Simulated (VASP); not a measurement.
# Ca (I4/mmm) in VASP: a series of runs, part 2 of 2

VASP 6.6.1.

## (5) Single point, r2SCAN

POSCAR

```
Ca
1.0
   -2.1079207047      2.1079207047      2.5295048456
    2.1079207047     -2.1079207047      2.5295048456
    2.1079207047      2.1079207047     -2.5295048456
Ca
1
Direct
    0.0000000000      0.0000000000      0.0000000000
```

INCAR.step1

```
PREC = Accurate
ENCUT = 520
ISMEAR = 0
SIGMA = 0.15
LREAL = F
LASPH = T
NELM = 100
NBANDS = 11
GGA = PE
ALGO = Normal
EDIFF = 1E-4
LWAVE = T
LCHARG = F
```

INCAR.step2

```
PREC = Accurate
ENCUT = 520
EDIFF = 1E-6
ISMEAR = 0
SIGMA = 0.15
LREAL = F
LASPH = T
NELM = 100
ALGO = Normal
ISIF = 2
LWAVE = F
LCHARG = F
METAGGA = R2SCAN
LMIXTAU = T
NBANDS = 11
ISTART = 1
```

KPOINTS

```
Automatic mesh
0
Gamma
  16 16 16
```

Potentials or basis: VASP PAW PBE potentials, release 64 (Ca_sv).

Started as:

```
cat potpaw_PBE.64/Ca_sv/POTCAR > POTCAR
cp INCAR.step1 INCAR
mpirun -np 1 vasp_std > vasp.out
cp INCAR.step2 INCAR
mpirun -np 1 vasp_std > vasp.out
```

OUTCAR:

```text
PREC = Accurate
   ENCUT = 520
   EDIFF = 1E-6
   ISMEAR = 0
   LREAL = F
   LASPH = T
   NELM = 100
   ISIF = 2
   METAGGA = R2SCAN
   ISTART = 1

 ion  position               nearest neighbor table
   1  0.000  0.000  0.000-

  LATTYP: Found a body centered tetragonal cell.
 ALAT       =     4.2158414094
 C/A-ratio  =     1.2000000000

  Lattice vectors:

 A1 = (  -2.1079207047,   2.1079207047,   2.5295048456)
 A2 = (   2.1079207047,  -2.1079207047,   2.5295048456)
 A3 = (   2.1079207047,   2.1079207047,  -2.5295048456)

Analysis of symmetry for initial positions (statically):
=====================================================================
 Subroutine PRICEL returns:
 Original cell was already a primitive cell.

 Routine SETGRP: Setting up the symmetry group for a
 body centered tetragonal supercell.

 Subroutine GETGRP returns: Found 16 space group operations
 (whereof 16 operations were pure point group operations)
 out of a pool of 16 trial point group operations.

The static configuration has the point symmetry D_4h.

Analysis of symmetry for dynamics (positions and initial velocities):
=====================================================================
 Subroutine PRICEL returns:
 Original cell was already a primitive cell.

 Routine SETGRP: Setting up the symmetry group for a
 body centered tetragonal supercell.

 Subroutine GETGRP returns: Found 16 space group operations
 (whereof 16 operations were pure point group operations)
 out of a pool of 16 trial point group operations.

The dynamic configuration has the point symmetry D_4h.

 Subroutine INISYM returns: Found 16 space group operations
 (whereof 16 operations are pure point group operations),
 and found     1 'primitive' translations

----------------------------------------------------------------------------------------

                                     Primitive cell

  volume of cell :      44.9577

  direct lattice vectors                    reciprocal lattice vectors
    -2.107920705  2.107920705  2.529504846     0.000000000  0.237200573  0.197667145
     2.107920705 -2.107920705  2.529504846     0.237200573  0.000000000  0.197667145
     2.107920705  2.107920705 -2.529504846     0.237200573  0.237200573  0.000000000

  length of vectors
     3.909610487  3.909610487  3.909610487     0.308765950  0.308765950  0.335452268

  position of ions in fractional coordinates (direct lattice)
     0.000000000  0.000000000  0.000000000

  ion indices of the primitive-cell ions
   primitive index   ion index
                 1           1

----------------------------------------------------------------------------------------

 KPOINTS: Automatic mesh

Automatic generation of k-mesh.
 Grid dimensions read from file:
 generate k-points for:   16   16   16

 Generating k-lattice:

  Cartesian coordinates                     Fractional coordinates (reciprocal lattice)
     0.000000000  0.014825036  0.012354197     0.062500000  0.000000000  0.000000000
     0.014825036  0.000000000  0.012354197     0.000000000  0.062500000  0.000000000
     0.014825036  0.014825036  0.000000000     0.000000000  0.000000000  0.062500000

  Length of vectors
     0.019297872  0.019297872  0.020965767

  Shift w.r.t. Gamma in fractional coordinates (k-lattice)
     0.000000000  0.000000000  0.000000000

 Subroutine IBZKPT returns following result:
 ===========================================

 Found    349 irreducible k-points:

 Following reciprocal coordinates:
            Coordinates               Weight
  0.000000  0.000000  0.000000      1.000000
  0.062500 -0.000000  0.000000      8.000000
  0.125000 -0.000000  0.000000      8.000000
  0.187500 -0.000000  0.000000      8.000000
  0.250000 -0.000000  0.000000      8.000000
  0.312500  0.000000  0.000000      8.000000
[... 16 lines left out ...]
 -0.125000  0.062500 -0.000000     16.000000
 -0.062500  0.062500  0.000000      4.000000
 [... further k-points ...]
   k-points           NKPTS =    349   k-points in BZ     NKDIM =    349   number of bands    NBANDS=     11
   number of dos      NEDOS =    301   number of ions     NIONS =      1
   total plane-waves  NPLWV =  27000
   dimension x,y,z NGX =    30 NGY =   30 NGZ =   30
   dimension x,y,z NGXF=    60 NGYF=   60 NGZF=   60
   ions per type =               1
   NGX,Y,Z   is equivalent  to a cutoff of  12.76, 12.76, 12.76 a.u.
   NGXF,Y,Z  is equivalent  to a cutoff of  25.51, 25.51, 25.51 a.u.
 SYSTEM =  unknown system
   PREC   = accura    normal or accurate (medium, high low for compatibility)
   ISTART =      1    job   : 0-new  1-cont  2-samecut
   ICHARG =      0    charge: 1-file 2-atom 10-const
   ISPIN  =      1    spin polarized calculation?
   LNONCOLLINEAR =      F non collinear calculations
   LSORBIT =      F    spin-orbit coupling
   LASPH  =      T    aspherical Exc in radial PAW
   ENCUT  =  520.0 eV  38.22 Ry    6.18 a.u.   7.27  7.27  7.27*2*pi/ulx,y,z
   NELM   =    100;   NELMIN=  2; NELMDL=  0     # of ELM steps
   EDIFF  = 0.1E-05   stopping-criterion for ELM
   LREAL  =      F    real-space projection
   EDIFFG = 0.1E-04   stopping-criterion for IOM
   NSW    =      0    number of steps for IOM
   IBRION =     -1    ionic relax: 0-MD 1-quasi-New 2-CG
   NFREE  =      0    steps in history (QN), initial steepest desc. (CG)
   ISIF   =      2    stress and relaxation
   ISYM   =      2    0-nonsym 1-usesym 2-fastsym
   POTIM  = 0.5000    time-step for ionic-motion
   TEBEG  =    0.0;   TEEND  =   0.0 temperature during run
   PSTRESS=    0.0 pullay stress
   NELECT =      10.0000    total number of electrons
   NUPDOWN=      -1.0000    fix difference up-down
   EMIN   =  10.00;   EMAX   =-10.00  energy-range for DOS
   EFERMI =   0.00;   METHOD = LEGACY
   ISMEAR =     0;   SIGMA  =   0.15  broadening in eV -4-tet -1-fermi 0-gaus
   EFERMI_NEDOS =   21; number of points for ismear=-14 and -15
   IALGO  =     38    algorithm
   IMIX   =      4    mixing-type and parameters
     AMIX     =   0.40;   BMIX     =  1.00
     AMIX_MAG =   1.60;   BMIX_MAG =  1.00
  volume/ion in A,a.u.               =      44.96       303.39
  Fermi-wavevector in a.u.,A,eV,Ry     =   0.991913  1.874443 13.386649  0.983891
  Thomas-Fermi vector in A             =   2.123688
   LORBIT       =      0    0 simple, 1 ext, 2 COOP (PROOUT), +10 PAW based schemes
   METAGGA = R2SCAN    functional components
   LHFCALC =     F    Hartree Fock is set to
   AEXX    =    0.0000 exact exchange contribution
   IVDW    =     0    specifies the selected vdW correction
   LEPSILON=     F    determine dielectric tensor
   LRPA    =     F    only Hartree local field effects (RPA)
 non-spin polarized calculation
 Gauss-broadening in eV      SIGMA  =   0.15
  energy-cutoff  :      520.00
  volume of cell :       44.96
 maximum number of plane-waves:      1225
 NGX is ok and might be reduce to    30
   NGX = 15   NGY = 15   NGZ = 15

 number of electron       9.9999999 magnetization

 Free energy of the ion-electron system (eV)
  ---------------------------------------------------
  ext. energy  EPLUGINS =         0.00000000
  ---------------------------------------------------
  free energy    TOTEN  =        -7.02770829 eV

  energy without entropy =       -7.01456498  energy(sigma->0) =       -7.02113663

 E-fermi :   1.7765     XC(G=0):  -8.0132

 val. band max:        1.7764645597   @ k =  -0.1250   0.4375   0.1250
 cond. band min:       1.7839866553   @ k =   0.3750   0.1250   0.0625
 fundamental gap:      0.0075220956
 Fermi energy:         1.7764735924

 k-point     1 :       0.0000    0.0000    0.0000
  band No.  band energies     occupation
      1     -42.1834      2.00000
      2     -22.2192      2.00000
      3     -22.2192      2.00000
      4     -22.2127      2.00000
      5      -2.4173      2.00000
      6       4.2398      0.00000
      7       4.2398      0.00000
      8       4.8634      0.00000
      9       4.9321      0.00000
     10       5.6626      0.00000
     11      11.3445      0.00000

 k-point     2 :       0.0625   -0.0000    0.0000
  band No.  band energies     occupation
      1     -42.1830      2.00000
      2     -22.2224      2.00000
      3     -22.2203      2.00000
      4     -22.2141      2.00000
      5      -2.3491      2.00000
      6       4.2074      0.00000
      7       4.2575      0.00000
      8       4.8400      0.00000
      9       4.9235      0.00000
     10       5.6344      0.00000
     11      11.3963      0.00000
[... 295 lines left out ...]
 k-point    24 :      -0.0625    0.0625    0.0000
  band No.  band energies     occupation
      1     -42.1829      2.00000
      2     -22.2235      2.00000
      3     -22.2198      2.00000
      4     -22.2145      2.00000
      5      -2.3368      2.00000
      6       4.1672      0.00000
      7       4.2883      0.00000
      8       4.8830      0.00000
      9       4.8845      0.00000
     10       5.6255      0.00000
     11      11.4465      0.00000

 [... further k-points ...]
[... 5 lines left out ...]
  --------------------------------------------------------------------------------------
  -------------------------------------------------------------------------------------
  Total       -0.2107318     -0.2107318     -0.1220255      0.0000000      0.0000000      0.0000000
  in kB       -7.5099413     -7.5099413     -4.3486765      0.0000000      0.0000000      0.0000000
  external PRESSURE =      -6.4561864 kB  Pullay stress =       0.0000000 kB

 VOLUME and BASIS-vectors are now :
 -----------------------------------------------------------------------------
  energy-cutoff  :      520.00
  volume of cell :       44.96
      direct lattice vectors                 reciprocal lattice vectors
    -2.107920705  2.107920705  2.529504846     0.000000000  0.237200573  0.197667145
     2.107920705 -2.107920705  2.529504846     0.237200573  0.000000000  0.197667145
     2.107920705  2.107920705 -2.529504846     0.237200573  0.237200573  0.000000000

 POSITION                                       TOTAL-FORCE (eV/Angst)
 -----------------------------------------------------------------------------------
      0.00000      0.00000      0.00000        -0.000000      0.000000     -0.000000
 -----------------------------------------------------------------------------------
    total drift:                               -0.000000     -0.000000      0.000000

  FREE ENERGIE OF THE ION-ELECTRON SYSTEM (eV)
  ---------------------------------------------------
  free  energy   TOTEN  =        -7.0277082888 eV

  energy  without entropy=       -7.0145649798  energy(sigma->0) =       -7.02113663
```

OUTCAR.step1:

```text
PREC = Accurate
   ENCUT = 520
   ISMEAR = 0
   LREAL = F
   LASPH = T
[... 555 lines left out ...]

 POSITION                                       TOTAL-FORCE (eV/Angst)
 -----------------------------------------------------------------------------------
      0.00000      0.00000      0.00000        -0.000000      0.000000      0.000000
 -----------------------------------------------------------------------------------
    total drift:                               -0.000000     -0.000000      0.000000

  FREE ENERGIE OF THE ION-ELECTRON SYSTEM (eV)
  ---------------------------------------------------
  free  energy   TOTEN  =        -1.9203463139 eV

  energy  without entropy=       -1.9050587915  energy(sigma->0) =       -1.91270255
```

Run time: 13 min. Hardware: 1 thread of Intel Xeon 8259CL, shared host; peak memory 0.3 GiB.

Results:

```yaml
Free_energy: -7.0277 eV
Pressure: -0.6 GPa
Band_gap_on_the_k_mesh: zero (bands 5 and 6 overlap by 0.63 eV)
```

Caveat: the PAW data sets were made with another functional, which shifts forces and pressure a little.

## (6) Summary

| cell | gap on the mesh (eV) | pressure (GPa) |
| --- | --- | --- |
| a = 3.888 Å, angles 112.1, 112.1, 104.2°, 1 atom | none | -0.6 |
| a = 3.976 Å, angles 101.5, 101.5, 126.9°, 1 atom | none | -0.1 |
| a = 3.902 Å, angles 105.4, 105.4, 118.0°, 1 atom | none | -0.6 |
| a = 3.910 Å, angles 114.7, 114.7, 99.4°, 1 atom | none | -0.6 |

Alike in all rows: task single point; level r2SCAN; potentials or basis VASP PAW PBE potentials, release 64 (Ca_sv); no spin polarisation; k mesh 16 × 16 × 16; cutoff (eV) 520; smearing gaussian 0.15 eV.

Caveats: the PAW data sets were made with another functional, which shifts forces and pressure a little.

Total energies depend on the potentials used, so only differences within one code and one set of settings carry meaning.
